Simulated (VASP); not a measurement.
# CO2 (P4_32_12) in VASP: relaxation of cell and atoms with LDA

Aim: the relaxation of cell and atoms of CO2 with LDA.

All numbers are computed with VASP 6.6.1; they aren't measurements. Logs are shortened: lines on timing, memory, paths and dates and some standing lists are left out, and cuts for length are marked.

## Step 1: The cell of the first run

Symmetry: P4_32_12, No. 96, tetragonal system. Conventional cell: a = 3.978 Å, b = 3.978 Å, c = 5.509 Å, α = 90.00°, β = 90.00°, γ = 90.00°. C (site symmetry 2) has 4 O at 1.36 to 1.40 Å within 1.8 Å. Within 1.8 Å of O (site symmetry 1) lie 2 C at 1.36 to 1.40 Å.

## Step 2: Relaxation of cell and atoms, LDA

INCAR reads:

```
SYSTEM = CO2
ALGO = Normal ; EDIFF = 1E-6
EDIFFG = -0.01 ; ENCUT = 600
IBRION = 2 ; ISIF = 3
ISMEAR = 0 ; LASPH = .TRUE.
LCHARG = .FALSE. ; LREAL = .FALSE.
LWAVE = .FALSE. ; NELM = 100
NSW = 80 ; PREC = Accurate
SIGMA = 0.02
```

KPOINTS reads:

```
k-points
0
G
  6 6 4
  0 0 0
```

POSCAR reads:

```
CO2
1.0
    3.9778644064      0.0000000000      0.0000000000
    0.0000000000      3.9778644064      0.0000000000
    0.0000000000      0.0000000000      5.5088751613
C O
4 8
Direct
    0.1843681724      0.1843681724      0.0000000000
    0.3156318276      0.6843681724      0.7500000000
    0.6843681724      0.3156318276      0.2500000000
    0.8156318276      0.8156318276      0.5000000000
    0.6609029315      0.7268815401      0.7108916650
    0.3390970685      0.2731184599      0.2108916650
    0.7268815401      0.6609029315      0.2891083350
    0.2268815401      0.8390970685      0.9608916650
    0.2731184599      0.3390970685      0.7891083350
    0.1609029315      0.7731184599      0.5391083350
    0.8390970685      0.2268815401      0.0391083350
    0.7731184599      0.1609029315      0.4608916650
```

Potentials or basis: VASP PAW LDA potentials, release 64 (C, O).

The run is started by

```console
$ cat potpaw_LDA.64/C/POTCAR potpaw_LDA.64/O/POTCAR > POTCAR
$ mpirun -np 1 vasp_std > vasp.out
```

OUTCAR:

```text
SYSTEM = CO2
   EDIFF = 1E-6
   EDIFFG = -0.01
   ENCUT = 600
   IBRION = 2
   ISIF = 3
   ISMEAR = 0
   LASPH = .TRUE.
   LREAL = .FALSE.
   NELM = 100
   NSW = 80
   PREC = Accurate

 ion  position               nearest neighbor table
   1  0.184  0.184  0.000-   6 1.36   9 1.36   8 1.40  11 1.40
   2  0.316  0.684  0.750-   8 1.36  10 1.36   9 1.40   5 1.40
   3  0.684  0.316  0.250-  11 1.36  12 1.36   6 1.40   7 1.40
   4  0.816  0.816  0.500-   5 1.36   7 1.36  10 1.40  12 1.40
   5  0.661  0.727  0.711-   4 1.36   2 1.40
   6  0.339  0.273  0.211-   1 1.36   3 1.40
   7  0.727  0.661  0.289-   4 1.36   3 1.40
   8  0.227  0.839  0.961-   2 1.36   1 1.40
   9  0.273  0.339  0.789-   1 1.36   2 1.40
  10  0.161  0.773  0.539-   2 1.36   4 1.40
  11  0.839  0.227  0.039-   3 1.36   1 1.40
  12  0.773  0.161  0.461-   3 1.36   4 1.40

  LATTYP: Found a simple tetragonal cell.
 ALAT       =     3.9778644064
 C/A-ratio  =     1.3848825899

  Lattice vectors:

 A1 = (   3.9778644064,   0.0000000000,   0.0000000000)
 A2 = (   0.0000000000,   3.9778644064,   0.0000000000)
 A3 = (   0.0000000000,   0.0000000000,   5.5088751613)

Analysis of symmetry for initial positions (statically):
=====================================================================
 Subroutine PRICEL returns:
 Original cell was already a primitive cell.

 Routine SETGRP: Setting up the symmetry group for a
 simple tetragonal supercell.

 Subroutine GETGRP returns: Found  8 space group operations
 (whereof  2 operations were pure point group operations)
 out of a pool of 16 trial point group operations.

The static configuration has the point symmetry C_2 .
 The point group associated with its full space group is D_4 .

Analysis of symmetry for dynamics (positions and initial velocities):
=====================================================================
 Subroutine PRICEL returns:
 Original cell was already a primitive cell.

 Routine SETGRP: Setting up the symmetry group for a
 simple tetragonal supercell.

 Subroutine GETGRP returns: Found  8 space group operations
 (whereof  2 operations were pure point group operations)
 out of a pool of 16 trial point group operations.

The dynamic configuration has the point symmetry C_2 .
 The point group associated with its full space group is D_4 .

 Subroutine INISYM returns: Found  8 space group operations
 (whereof  2 operations are pure point group operations),
 and found     1 'primitive' translations

----------------------------------------------------------------------------------------

                                     Primitive cell

  volume of cell :      87.1692

  direct lattice vectors                    reciprocal lattice vectors
     3.977864406  0.000000000  0.000000000     0.251391173  0.000000000  0.000000000
     0.000000000  3.977864406  0.000000000     0.000000000  0.251391173  0.000000000
     0.000000000  0.000000000  5.508875161     0.000000000  0.000000000  0.181525261

  length of vectors
     3.977864406  3.977864406  5.508875161     0.251391173  0.251391173  0.181525261

  position of ions in fractional coordinates (direct lattice)
     0.184368172  0.184368172  0.000000000
     0.315631828  0.684368172  0.750000000
     0.684368172  0.315631828  0.250000000
     0.815631828  0.815631828  0.500000000
     0.660902931  0.726881540  0.710891665
     0.339097069  0.273118460  0.210891665
     0.726881540  0.660902931  0.289108335
     0.226881540  0.839097069  0.960891665
     0.273118460  0.339097069  0.789108335
     0.160902931  0.773118460  0.539108335
     0.839097069  0.226881540  0.039108335
     0.773118460  0.160902931  0.460891665

  ion indices of the primitive-cell ions
   primitive index   ion index
                 1           1
                 2           2
                 3           3
                 4           4
                 5           5
                 6           6
                 7           7
                 8           8
                 9           9
                10          10
                11          11
                12          12

----------------------------------------------------------------------------------------

 KPOINTS: k-points

Automatic generation of k-mesh.
 Grid dimensions read from file:
 generate k-points for:    6    6    4

 Generating k-lattice:

  Cartesian coordinates                     Fractional coordinates (reciprocal lattice)
     0.041898529  0.000000000  0.000000000     0.166666667  0.000000000  0.000000000
     0.000000000  0.041898529  0.000000000     0.000000000  0.166666667  0.000000000
     0.000000000  0.000000000  0.045381315     0.000000000  0.000000000  0.250000000

  Length of vectors
     0.041898529  0.041898529  0.045381315

  Shift w.r.t. Gamma in fractional coordinates (k-lattice)
     0.000000000  0.000000000  0.000000000

 Subroutine IBZKPT returns following result:
 ===========================================

 Found     30 irreducible k-points:

 Following reciprocal coordinates:
            Coordinates               Weight
  0.000000  0.000000  0.000000      1.000000
  0.166667  0.000000  0.000000      4.000000
  0.333333  0.000000  0.000000      4.000000
  0.500000  0.000000  0.000000      2.000000
  0.166667  0.166667  0.000000      4.000000
  0.333333  0.166667  0.000000      8.000000
[... 16 lines left out ...]
  0.333333  0.000000  0.500000      4.000000
  0.500000  0.000000  0.500000      2.000000
 [... further k-points ...]
   k-points           NKPTS =     30   k-points in BZ     NKDIM =     30   number of bands    NBANDS=     39
   number of dos      NEDOS =    301   number of ions     NIONS =     12
   total plane-waves  NPLWV =  49152
   dimension x,y,z NGX =    32 NGY =   32 NGZ =   48
   dimension x,y,z NGXF=    64 NGYF=   64 NGZF=   96
   ions per type =               4   8
   NGX,Y,Z   is equivalent  to a cutoff of  13.37, 13.37, 14.49 a.u.
   NGXF,Y,Z  is equivalent  to a cutoff of  26.75, 26.75, 28.97 a.u.
 SYSTEM =  CO2
   PREC   = accura    normal or accurate (medium, high low for compatibility)
   ISTART =      0    job   : 0-new  1-cont  2-samecut
   ICHARG =      2    charge: 1-file 2-atom 10-const
   ISPIN  =      1    spin polarized calculation?
   LNONCOLLINEAR =      F non collinear calculations
   LSORBIT =      F    spin-orbit coupling
   LASPH  =      T    aspherical Exc in radial PAW
   ENCUT  =  600.0 eV  44.10 Ry    6.64 a.u.   7.94  7.94 11.00*2*pi/ulx,y,z
   NELM   =    100;   NELMIN=  2; NELMDL= -5     # of ELM steps
   EDIFF  = 0.1E-05   stopping-criterion for ELM
   LREAL  =      F    real-space projection
   EDIFFG = -.1E-01   stopping-criterion for IOM
   NSW    =     80    number of steps for IOM
   IBRION =      2    ionic relax: 0-MD 1-quasi-New 2-CG
   NFREE  =      1    steps in history (QN), initial steepest desc. (CG)
   ISIF   =      3    stress and relaxation
   ISYM   =      2    0-nonsym 1-usesym 2-fastsym
   POTIM  = 0.5000    time-step for ionic-motion
   TEBEG  =    0.0;   TEEND  =   0.0 temperature during run
   PSTRESS=    0.0 pullay stress
   NELECT =      64.0000    total number of electrons
   NUPDOWN=      -1.0000    fix difference up-down
   EMIN   =  10.00;   EMAX   =-10.00  energy-range for DOS
   EFERMI =   0.00;   METHOD = LEGACY
   ISMEAR =     0;   SIGMA  =   0.02  broadening in eV -4-tet -1-fermi 0-gaus
   EFERMI_NEDOS =   21; number of points for ismear=-14 and -15
   IALGO  =     38    algorithm
   IMIX   =      4    mixing-type and parameters
     AMIX     =   0.40;   BMIX     =  1.00
     AMIX_MAG =   1.60;   BMIX_MAG =  1.00
  volume/ion in A,a.u.               =       7.26        49.02
  Fermi-wavevector in a.u.,A,eV,Ry     =   1.476887  2.790911 29.676953  2.181194
  Thomas-Fermi vector in A             =   2.591358
   LORBIT       =      0    0 simple, 1 ext, 2 COOP (PROOUT), +10 PAW based schemes
   GGA     = CA    functional components
   LHFCALC =     F    Hartree Fock is set to
   AEXX    =    0.0000 exact exchange contribution
   IVDW    =     0    specifies the selected vdW correction
   LEPSILON=     F    determine dielectric tensor
   LRPA    =     F    only Hartree local field effects (RPA)
 conjugate gradient relaxation of ions
 non-spin polarized calculation
 Gauss-broadening in eV      SIGMA  =   0.02
  energy-cutoff  :      600.00
  volume of cell :       87.17
 maximum number of plane-waves:      2935
 NGX is ok and might be reduce to    32
   NGX = 15   NGY = 15   NGZ = 23

--------------------------------------- Ionic step        1  -------------------------------------------

 number of electron      64.0000020 magnetization

 Free energy of the ion-electron system (eV)
  ---------------------------------------------------
  ext. energy  EPLUGINS =         0.00000000
  ---------------------------------------------------
  free energy    TOTEN  =       -97.44469492 eV

  energy without entropy =      -97.44469492  energy(sigma->0) =      -97.44469492

------------------------ aborting loop because EDIFF is reached ----------------------------------------

  FORCE on cell =-STRESS in cart. coord.  units (eV):
  Direction    XX          YY          ZZ          XY          YZ          ZX
  --------------------------------------------------------------------------------------
  -------------------------------------------------------------------------------------
  Total        0.8569666      0.8569666      1.2353709      0.0000000      0.0000000      0.0000000
  in kB       15.7511262     15.7511262     22.7062310      0.0000000      0.0000000      0.0000000
  external PRESSURE =      18.0694944 kB  Pullay stress =       0.0000000 kB
[... 307 lines left out ...]
  energy  without entropy=      -97.4484975512  energy(sigma->0) =      -97.44849755

--------------------------------------- Ionic step        8  -------------------------------------------

 number of electron      64.0000026 magnetization

 Free energy of the ion-electron system (eV)
  ---------------------------------------------------
  ext. energy  EPLUGINS =         0.00000000
  ---------------------------------------------------
  free energy    TOTEN  =       -97.44859718 eV

  energy without entropy =      -97.44859718  energy(sigma->0) =      -97.44859718

 E-fermi :   3.5949     XC(G=0): -12.1194

 val. band max:        3.4484322626   @ k =   0.0000   0.0000   0.0000
 cond. band min:       9.8764645893   @ k =   0.0000   0.0000   0.2500
 fundamental gap:      6.4280323267
 Fermi energy:         3.5948619263

 k-point     1 :       0.0000    0.0000    0.0000
  band No.  band energies     occupation
      1     -21.4565      2.00000
      2     -19.4248      2.00000
      3     -19.4248      2.00000
      4     -16.2066      2.00000
      5     -15.9119      2.00000
      6     -15.8490      2.00000
[... 997 lines left out ...]
     38      12.0083      0.00000
     39      13.8541      0.00000

 [... further k-points ...]
[... 5 lines left out ...]
  --------------------------------------------------------------------------------------
  -------------------------------------------------------------------------------------
  Total       -0.0229776     -0.0229776     -0.0332540      0.0000000      0.0000000      0.0000000
  in kB       -0.4210452     -0.4210452     -0.6093506      0.0000000      0.0000000      0.0000000
  external PRESSURE =      -0.4838137 kB  Pullay stress =       0.0000000 kB
[... 27 lines left out ...]
  FREE ENERGIE OF THE ION-ELECTRON SYSTEM (eV)
  ---------------------------------------------------
  free  energy   TOTEN  =       -97.4485971798 eV

  energy  without entropy=      -97.4485971798  energy(sigma->0) =      -97.44859718

 reached required accuracy - stopping structural energy minimisation
```

Wall time 12 min (1 thread of Intel Xeon 8259CL, shared host); peak memory 0.23 GiB.

What came out:

```yaml
Free_energy: -97.4486 eV
Relaxed_volume: 7.29 Å³/atom
Relaxed_cell: a = 3.981 Å, b = 3.981 Å, c = 5.516 Å, α = 90.00°, β = 90.00°, γ = 90.00°
Space_group_after_relaxing_to_0.1_Å: P4_32_12 (No. 96)
Energy_gained_by_relaxing: 0.3 meV/atom
Ionic_steps: 8
Pressure_after_relaxing: 0.0 GPa
Largest_force_after_relaxing: 0.010 eV/Å
Band_gap_on_the_k_mesh: 6.43 eV (least direct gap 6.65 eV)
```

Forces on the atoms (eV/Å):
```
C    0.007  0.007  0.000
C   -0.007  0.007  0.000
C    0.007 -0.007  0.000
C   -0.007 -0.007  0.000
O    0.007 -0.003  0.001
O   -0.007  0.003  0.001
O   -0.003  0.007 -0.001
O   -0.003 -0.007  0.001
O    0.003 -0.007 -0.001
O    0.007  0.003 -0.001
O   -0.007 -0.003 -0.001
O    0.003  0.007  0.001
```

The path:
| step | energy change (eV) | largest force (eV/Å) | pressure (GPa) | volume (Å³) |
| --- | --- | --- | --- | --- |
| 1 | 0.0000 | 0.1257 | 1.81 | 87.17 |
| 2 | 0.0071 | 0.2481 | -3.04 | 88.21 |
| 3 | -0.0034 | 0.0358 | 0.04 | 87.54 |
| 4 | -0.0036 | 0.0241 | -0.21 | 87.59 |
| 5 | -0.0036 | 0.0235 | -0.15 | 87.58 |
| 6 | -0.0038 | 0.0145 | -0.08 | 87.53 |
| 7 | -0.0038 | 0.0196 | -0.02 | 87.48 |
| 8 | -0.0039 | 0.0099 | -0.05 | 87.44 |

Final structure:
```
C O
1.0
     3.98134    0.00000    0.00000
     0.00000    3.98134    0.00000
     0.00000    0.00000    5.51606
C O
4 8
Cartesian
  0.7308 0.7308 5.5161
  1.2599 2.7215 4.1370
  2.7215 1.2599 1.3790
  3.2505 3.2505 2.7580
  2.6349 2.8933 3.9237
  1.3464 1.0880 1.1656
  2.8933 2.6349 1.5924
  0.9027 3.3371 5.3027
  1.0880 1.3464 4.3504
  0.6443 3.0787 2.9714
  3.3371 0.9027 0.2134
  3.0787 0.6443 2.5447
```

Levels at points of the mesh, in eV from the valence-band top:
```csv
k point,band 28,band 29,band 30,band 31,band 32,band 33,band 34,band 35,band 36,band 37
"(0.00, 0.00, 0.00)",-1.81,-1.69,-1.00,-1.00,0.00,6.91,6.91,7.58,8.37,9.32
"(0.50, 0.00, 0.00)",-1.37,-1.34,-1.34,-0.88,-0.88,7.87,7.87,8.09,8.09,8.88
"(0.50, 0.50, 0.00)",-1.84,-0.85,-0.85,-0.79,-0.79,7.65,7.65,9.20,9.20,9.26
"(0.00, 0.00, 0.50)",-1.82,-1.27,-1.27,-0.79,-0.79,6.75,6.75,8.15,8.15,9.43
"(0.50, 0.00, 0.50)",-1.86,-1.42,-1.42,-0.50,-0.50,8.02,8.02,8.54,8.54,8.56
"(0.50, 0.50, 0.50)",-2.25,-0.58,-0.58,-0.58,-0.58,8.54,8.54,8.54,8.54,9.64
```
